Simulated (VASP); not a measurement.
# NaCl in VASP: further runs, part 2 of 3

VASP 6.6.1. The steps go on from the part before.

### Step 3. Electric field gradients, PBEsol (zz strain of -2 %)

INCAR reads:

```
PREC = Accurate ; ENCUT = 520
EDIFF = 1E-8 ; ISMEAR = -1
SIGMA = 0.03 ; LREAL = False
LASPH = True ; NELM = 100
ALGO = Normal ; ISIF = 2
LWAVE = False ; LCHARG = False
GGA = PS ; LEFG = True
NBANDS = 14
```

KPOINTS reads:

```
regular mesh
0
Gamma
  9 9 9
```

POSCAR reads:

```
NaCl
1.0
    2.8600000000      0.0000000000      0.0000000000
    0.0000000000      2.8600000000      0.0000000000
    0.0000000000      0.0000000000      2.8028000000
Na Cl
1 1
Direct
    0.0000000000      0.0000000000      0.0000000000
    0.5000000000      0.5000000000      0.5000000000
```

Potentials or basis: VASP PAW PBE potentials, release 64 (Na_pv, Cl).

The run is started by

```sh
$ cat potpaw_PBE.64/Na_pv/POTCAR potpaw_PBE.64/Cl/POTCAR > POTCAR
$ mpirun -np 1 vasp_std > vasp.out
```

OUTCAR:

```text
PREC = Accurate
   ENCUT = 520
   EDIFF = 1E-8
   ISMEAR = -1
   LREAL = False
   LASPH = True
   NELM = 100
   ISIF = 2
   GGA = PS

 ion  position               nearest neighbor table
   1  0.000  0.000  0.000-   2 2.46   2 2.46   2 2.46   2 2.46   2 2.46   2 2.46   2 2.46   2 2.46

   2  0.500  0.500  0.500-   1 2.46   1 2.46   1 2.46   1 2.46   1 2.46   1 2.46   1 2.46   1 2.46

  LATTYP: Found a simple tetragonal cell.
 ALAT       =     2.8600000000
 C/A-ratio  =     0.9800000000

  Lattice vectors:

 A1 = (   2.8600000000,   0.0000000000,   0.0000000000)
 A2 = (   0.0000000000,   2.8600000000,   0.0000000000)
 A3 = (   0.0000000000,   0.0000000000,   2.8028000000)

Analysis of symmetry for initial positions (statically):
=====================================================================
 Subroutine PRICEL returns:
 Original cell was already a primitive cell.

 Routine SETGRP: Setting up the symmetry group for a
 simple tetragonal supercell.

 Subroutine GETGRP returns: Found 16 space group operations
 (whereof 16 operations were pure point group operations)
 out of a pool of 16 trial point group operations.

The static configuration has the point symmetry D_4h.

Analysis of symmetry for dynamics (positions and initial velocities):
=====================================================================
 Subroutine PRICEL returns:
 Original cell was already a primitive cell.

 Routine SETGRP: Setting up the symmetry group for a
 simple tetragonal supercell.

 Subroutine GETGRP returns: Found 16 space group operations
 (whereof 16 operations were pure point group operations)
 out of a pool of 16 trial point group operations.

The dynamic configuration has the point symmetry D_4h.

 Subroutine INISYM returns: Found 16 space group operations
 (whereof 16 operations are pure point group operations),
 and found     1 'primitive' translations

----------------------------------------------------------------------------------------

                                     Primitive cell

  volume of cell :      22.9258

  direct lattice vectors                    reciprocal lattice vectors
     2.860000000  0.000000000  0.000000000     0.349650350  0.000000000  0.000000000
     0.000000000  2.860000000  0.000000000     0.000000000  0.349650350  0.000000000
     0.000000000  0.000000000  2.802800000     0.000000000  0.000000000  0.356786071

  length of vectors
     2.860000000  2.860000000  2.802800000     0.349650350  0.349650350  0.356786071

  position of ions in fractional coordinates (direct lattice)
     0.000000000  0.000000000  0.000000000
     0.500000000  0.500000000  0.500000000

  ion indices of the primitive-cell ions
   primitive index   ion index
                 1           1
                 2           2

----------------------------------------------------------------------------------------

 KPOINTS: regular mesh

Automatic generation of k-mesh.
 Grid dimensions read from file:
 generate k-points for:    9    9    9

 Generating k-lattice:

  Cartesian coordinates                     Fractional coordinates (reciprocal lattice)
[... 75 lines left out ...]
   ISMEAR =    -1;   SIGMA  =   0.03  broadening in eV -4-tet -1-fermi 0-gaus
   EFERMI_NEDOS =   21; number of points for ismear=-14 and -15
   IALGO  =     38    algorithm
   IMIX   =      4    mixing-type and parameters
     AMIX     =   0.40;   BMIX     =  1.00
     AMIX_MAG =   1.60;   BMIX_MAG =  1.00
  volume/ion in A,a.u.               =      11.46        77.36
  Fermi-wavevector in a.u.,A,eV,Ry     =   1.388916  2.624671 26.246848  1.929089
  Thomas-Fermi vector in A             =   2.512997
   LORBIT       =      0    0 simple, 1 ext, 2 COOP (PROOUT), +10 PAW based schemes
   GGA     = PS    functional components
   LHFCALC =     F    Hartree Fock is set to
   AEXX    =    0.0000 exact exchange contribution
   IVDW    =     0    specifies the selected vdW correction
   LEPSILON=     F    determine dielectric tensor
   LRPA    =     F    only Hartree local field effects (RPA)
 non-spin polarized calculation
  energy-cutoff  :      520.00
  volume of cell :       22.93
 maximum number of plane-waves:       631
 NGX is ok and might be reduce to    24
   NGX = 11   NGY = 11   NGZ = 11

 number of electron      14.0000000 magnetization

 Free energy of the ion-electron system (eV)
  ---------------------------------------------------
  ext. energy  EPLUGINS =         0.00000000
  ---------------------------------------------------
  free energy    TOTEN  =        -4.59191110 eV

  energy without entropy =       -4.59191110  energy(sigma->0) =       -4.59191110

 E-fermi :   7.7841     XC(G=0): -11.6696

 val. band max:        7.1929365340   @ k =   0.4444   0.4444   0.0000
 cond. band min:      11.4737113214   @ k =   0.4444   0.4444   0.0000
 fundamental gap:      4.2807747874
 Fermi energy:         7.7840877337

 k-point     1 :       0.0000    0.0000    0.0000
  band No.  band energies     occupation
      1     -15.6039      2.00000
      2     -15.6039      2.00000
      3     -15.5863      2.00000
      4     -10.1275      2.00000
      5       5.6284      2.00000
      6       5.6284      2.00000
      7       6.0036      2.00000
      8      13.3180      0.00000
      9      13.5165      0.00000
     10      14.5012      0.00000
     11      24.6485      0.00000
     12      25.1208      0.00000
     13      25.1208      0.00000
     14      29.4824      0.00000
[... 377 lines left out ...]
      1     -16.0209      2.00000
      2     -15.6023      2.00000
      3     -15.5857      2.00000
      4      -8.3030      2.00000
      5       0.3415      2.00000
      6       5.3884      2.00000
      7       5.7108      2.00000
      8      16.8983      0.00000
      9      17.3156      0.00000
     10      17.4685      0.00000
     11      17.9368      0.00000
     12      23.4158      0.00000
     13      23.4973      0.00000
     14      24.3621      0.00000

 [... further k-points ...]
[... 5 lines left out ...]
  --------------------------------------------------------------------------------------
  -------------------------------------------------------------------------------------
  Total        9.0733373      9.0733373      9.8607225      0.0000000      0.0000000     -0.0000000
  in kB      634.0937361    634.0937361    689.1204627      0.0000000      0.0000000     -0.0000000
  external PRESSURE =     652.4359783 kB  Pullay stress =       0.0000000 kB

 VOLUME and BASIS-vectors are now :
 -----------------------------------------------------------------------------
  energy-cutoff  :      520.00
  volume of cell :       22.93
      direct lattice vectors                 reciprocal lattice vectors
     2.860000000  0.000000000  0.000000000     0.349650350  0.000000000  0.000000000
     0.000000000  2.860000000  0.000000000     0.000000000  0.349650350  0.000000000
     0.000000000  0.000000000  2.802800000     0.000000000  0.000000000  0.356786071

 POSITION                                       TOTAL-FORCE (eV/Angst)
 -----------------------------------------------------------------------------------
      0.00000      0.00000      0.00000         0.000000      0.000000      0.000000
      1.43000      1.43000      1.40140         0.000000      0.000000      0.000000
 -----------------------------------------------------------------------------------
    total drift:                                0.000000     -0.000000     -0.000000

  FREE ENERGIE OF THE ION-ELECTRON SYSTEM (eV)
  ---------------------------------------------------
  free  energy   TOTEN  =        -4.5919111047 eV

  energy  without entropy=       -4.5919111047  energy(sigma->0) =       -4.59191110

 Electric field gradients (V/A^2)
---------------------------------------------------------------------
 ion       V_xx      V_yy      V_zz      V_xy      V_xz      V_yz
---------------------------------------------------------------------
   1      -0.669    -0.669     1.337     0.000    -0.000    -0.000
   2       5.779     5.779   -11.558    -0.000     0.000     0.000
---------------------------------------------------------------------

 Electric field gradients after diagonalization (V/A^2)
 (convention: |V_zz| > |V_xx| > |V_yy|)
----------------------------------------------------------------------
 ion       V_xx      V_yy      V_zz     asymmetry (V_yy - V_xx)/ V_zz
----------------------------------------------------------------------
   1      -0.669    -0.669     1.337       0.000
   2       5.779     5.779   -11.558       0.000
----------------------------------------------------------------------

           NMR quadrupolar parameters

 Cq : quadrupolar parameter    Cq=e*Q*V_zz/h
 eta: asymmetry parameters     (V_yy - V_xx)/ V_zz
 Q  : nuclear electric quadrupole moment in mb (millibarn)
----------------------------------------------------------------------
 ion       Cq(MHz)       eta       Q (mb)
----------------------------------------------------------------------
   1       0.003       0.000       1.000
   2      -0.028       0.000       1.000
----------------------------------------------------------------------
```

stdout:

```text
POSCAR found type information on POSCAR NaCl
 POSCAR found :  2 types and       2 ions
 scaLAPACK will be used
 -----------------------------------------------------------------------------
|                                                                             |
|                                                                             |
|     You enforced a specific xc type in the INCAR file but a different       |
|     I HOPE YOU KNOW WHAT YOU ARE DOING!                                     |
|                                                                             |
 -----------------------------------------------------------------------------

 LDA part: xc-table for (Slater+PW92), standard interpolation
 POSCAR, INCAR and KPOINTS ok, starting setup
 FFT: planning ... GRIDC
 FFT: planning ... GRID_SOFT
 FFT: planning ... GRID
 WAVECAR not read
 entering main loop
ion   1

ion   2
```

It took 15 s on 1 thread of Intel Xeon Platinum 8259CL at 2.50GHz (Skylake/Cascade Lake), shared host; peak memory 0.14 GiB.

Results:

```yaml
Free_energy: -4.5919 eV
Pressure: 65.2 GPa
Band_gap_on_the_k_mesh: 4.28 eV, direct
```

Electric field gradients, principal values (V/Å²):
```tsv
atom	least	middle	greatest (by size)
1 Na	-0.669	-0.669	1.337
2 Cl	5.779	5.779	-11.558
```

Caveat: the cell differs from its parent crystal (zz strain of -2 %); without QUAD_EFG the Cq values of the log hold for a quadrupole moment of 1 mb, not for the nuclei; the PAW data sets were made with another functional, which shifts forces and pressure a little.

### Step 4. Electric field gradients, PBEsol (zz strain of -2 %)

INCAR reads:

```
SYSTEM = NaCl
PREC     = Accurate       ! precision mode
ENCUT    = 520            ! plane-wave cutoff, eV
EDIFF    = 1E-8           ! SCF threshold, eV
ISMEAR   = -1             ! smearing method
SIGMA    = 0.03           ! smearing width, eV
LREAL    = .FALSE.        ! projectors in reciprocal space
LASPH    = .TRUE.         ! aspherical terms in the spheres
NELM     = 100            ! most SCF steps
ALGO     = Normal         ! electronic algorithm
ISIF     = 2              ! what is computed and relaxed
LWAVE    = .FALSE.        ! write WAVECAR
LCHARG   = .FALSE.        ! write CHGCAR
GGA      = PS             ! functional
LEFG     = .TRUE.       
NBANDS   = 14             ! bands
```

KPOINTS reads:

```
regular mesh
0
G
  9 9 9
  0 0 0
```

POSCAR is that of step 3.

Potentials or basis: VASP PAW PBE potentials, release 64 (Na_pv, Cl).

The run is started by

```sh
$ cat potpaw_PBE.64/Na_pv/POTCAR potpaw_PBE.64/Cl/POTCAR > POTCAR
$ mpirun -np 1 vasp_std > vasp.out
```

OUTCAR:

```text
SYSTEM = NaCl
   PREC = Accurate
   ENCUT = 520
   EDIFF = 1E-8
   ISMEAR = -1
   LREAL = .FALSE.
   LASPH = .TRUE.
   NELM = 100
   ISIF = 2
   GGA = PS

 ion  position               nearest neighbor table
   1  0.000  0.000  0.000-   2 2.46   2 2.46   2 2.46   2 2.46   2 2.46   2 2.46   2 2.46   2 2.46

   2  0.500  0.500  0.500-   1 2.46   1 2.46   1 2.46   1 2.46   1 2.46   1 2.46   1 2.46   1 2.46

  LATTYP: Found a simple tetragonal cell.
 ALAT       =     2.8600000000
 C/A-ratio  =     0.9800000000

  Lattice vectors:

 A1 = (   2.8600000000,   0.0000000000,   0.0000000000)
[... 622 lines left out ...]
  free  energy   TOTEN  =        -4.5919111047 eV

  energy  without entropy=       -4.5919111047  energy(sigma->0) =       -4.59191110

 Electric field gradients (V/A^2)
---------------------------------------------------------------------
 ion       V_xx      V_yy      V_zz      V_xy      V_xz      V_yz
---------------------------------------------------------------------
   1      -0.669    -0.669     1.337     0.000    -0.000    -0.000
   2       5.779     5.779   -11.558    -0.000     0.000     0.000
---------------------------------------------------------------------

 Electric field gradients after diagonalization (V/A^2)
 (convention: |V_zz| > |V_xx| > |V_yy|)
----------------------------------------------------------------------
 ion       V_xx      V_yy      V_zz     asymmetry (V_yy - V_xx)/ V_zz
----------------------------------------------------------------------
   1      -0.669    -0.669     1.337       0.000
   2       5.779     5.779   -11.558       0.000
----------------------------------------------------------------------

           NMR quadrupolar parameters

 Cq : quadrupolar parameter    Cq=e*Q*V_zz/h
 eta: asymmetry parameters     (V_yy - V_xx)/ V_zz
 Q  : nuclear electric quadrupole moment in mb (millibarn)
----------------------------------------------------------------------
 ion       Cq(MHz)       eta       Q (mb)
----------------------------------------------------------------------
   1       0.003       0.000       1.000
   2      -0.028       0.000       1.000
----------------------------------------------------------------------
```

OSZICAR:

```text
N       E                     dE             d eps       ncg     rms          rms(c)
DAV:   1     0.103099407005E+03    0.10310E+03   -0.72720E+03  2124   0.122E+03
DAV:   2     0.857840913869E+00   -0.10224E+03   -0.93967E+02  2406   0.316E+02
DAV:   3    -0.482484939601E+01   -0.56827E+01   -0.56521E+01  2640   0.671E+01
DAV:   4    -0.488545840504E+01   -0.60609E-01   -0.60593E-01  2448   0.698E+00
DAV:   5    -0.488628858157E+01   -0.83018E-03   -0.83016E-03  2724   0.877E-01    0.626E+00
DAV:   6    -0.464412809089E+01    0.24216E+00   -0.20573E-01  2980   0.686E+00    0.405E+00
DAV:   7    -0.459414459990E+01    0.49983E-01   -0.11551E-01  3204   0.411E+00    0.169E+00
DAV:   8    -0.459202576680E+01    0.21188E-02   -0.92951E-03  2376   0.116E+00    0.237E-01
DAV:   9    -0.459190816054E+01    0.11761E-03   -0.28108E-04  2802   0.315E-01    0.470E-02
DAV:  10    -0.459191061978E+01   -0.24592E-05   -0.24710E-05  2736   0.103E-01    0.822E-03
DAV:  11    -0.459191098912E+01   -0.36933E-06   -0.43153E-06  2580   0.256E-02    0.611E-03
DAV:  12    -0.459191108764E+01   -0.98517E-07   -0.22250E-07  2466   0.451E-03    0.138E-03
DAV:  13    -0.459191112847E+01   -0.40833E-07   -0.27600E-08  2670   0.112E-03    0.922E-04
DAV:  14    -0.459191110827E+01    0.20196E-07   -0.11642E-09  1488   0.267E-04    0.149E-04
DAV:  15    -0.459191110473E+01    0.35475E-08   -0.21226E-10  1440   0.129E-04
   1 F= -.45919111E+01 E0= -.45919111E+01  d E =-.189766E-10
```

Run time: 17 s. Hardware: 1 thread of Intel Xeon Platinum 8259CL at 2.50GHz (Skylake/Cascade Lake), shared host; peak memory 0.14 GiB.

Results:

| Item | Value |
| --- | --- |
| Free energy | -4.5919 eV |
| Pressure | 65.2 GPa |
| Band gap on the k mesh | 4.28 eV, direct |

Stress tensor (GPa, compression positive):
```
63.41  0.00  0.00
 0.00 63.41  0.00
 0.00  0.00 68.91
```

Electric field gradients, principal values (V/Å²):
```
atom   least  middle  greatest (by size)
1 Na  -0.669  -0.669               1.337
2 Cl   5.779   5.779             -11.558
```

Caveat: the cell differs from its parent crystal (zz strain of -2 %); without QUAD_EFG the Cq values of the log hold for a quadrupole moment of 1 mb, not for the nuclei; the PAW data sets were made with another functional, which shifts forces and pressure a little.

(Continued in part 3 of 3.)
